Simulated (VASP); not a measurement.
Here is a VASP 6.6.1 calculation.

INCAR

```
SYSTEM = Ge
PREC = Accurate
ENCUT = 520
EDIFF = 1E-6
ISMEAR = -1
SIGMA = 0.05
LREAL = .False.
LASPH = .True.
NELM = 60
ALGO = Normal
ISIF = 2
LWAVE = .False.
LCHARG = .True.
GGA = RE
LELF = .True.
LVHAR = .True.
NBANDS = 96
```

Contents of KPOINTS:

```
Automatic mesh
0
Gamma
  5 5 4
  0 0 0
```

The input POSCAR:

```
Ge
1.0
    6.0378678791      0.0000000000      0.0000000000
    0.0000000000      6.0378678791      0.0000000000
    0.0000000000      0.0000000000      7.2207694494
Ge
12
Direct
    0.0874251507      0.0874251507      0.0000000000
    0.4125748493      0.5874251507      0.7500000000
    0.9125748493      0.9125748493      0.5000000000
    0.5874251507      0.4125748493      0.2500000000
    0.1704353136      0.3716188087      0.2529760559
    0.1283811913      0.6704353136      0.0029760559
    0.8295646864      0.6283811913      0.7529760559
    0.8716188087      0.3295646864      0.5029760559
    0.6704353136      0.1283811913      0.9970239441
    0.6283811913      0.8295646864      0.2470239441
    0.3295646864      0.8716188087      0.4970239441
    0.3716188087      0.1704353136      0.7470239441
```

Potentials or basis: VASP PAW PBE potentials, release 64 (Ge_d).

Command:

```bash
$ cat potpaw_PBE.64/Ge_d/POTCAR > POTCAR
$ mpirun -np 1 vasp_std > vasp.out
```

Task: Estimate the band gap on the k mesh.

Result: 0.55 eV (least direct gap 0.60 eV).

Task: What does it give for the largest force?

Result: 0.110 eV/Å.

Task: Predict the pressure.

Result: 0.0 GPa.

Forces on the atoms (eV/Å):
```
Ge   0.039  0.039  0.000
Ge  -0.039  0.039  0.000
Ge  -0.039 -0.039  0.000
Ge   0.039 -0.039  0.000
Ge  -0.002 -0.068 -0.087
Ge   0.068 -0.002 -0.087
Ge   0.002  0.068 -0.087
Ge  -0.068  0.002 -0.087
Ge  -0.002  0.068  0.087
Ge   0.068  0.002  0.087
Ge   0.002 -0.068  0.087
Ge  -0.068 -0.002  0.087
```

Caveat: the PAW data sets were made with another functional, which shifts forces and pressure a little; an odd mesh through Γ misses points on the zone boundary, where band edges can lie.
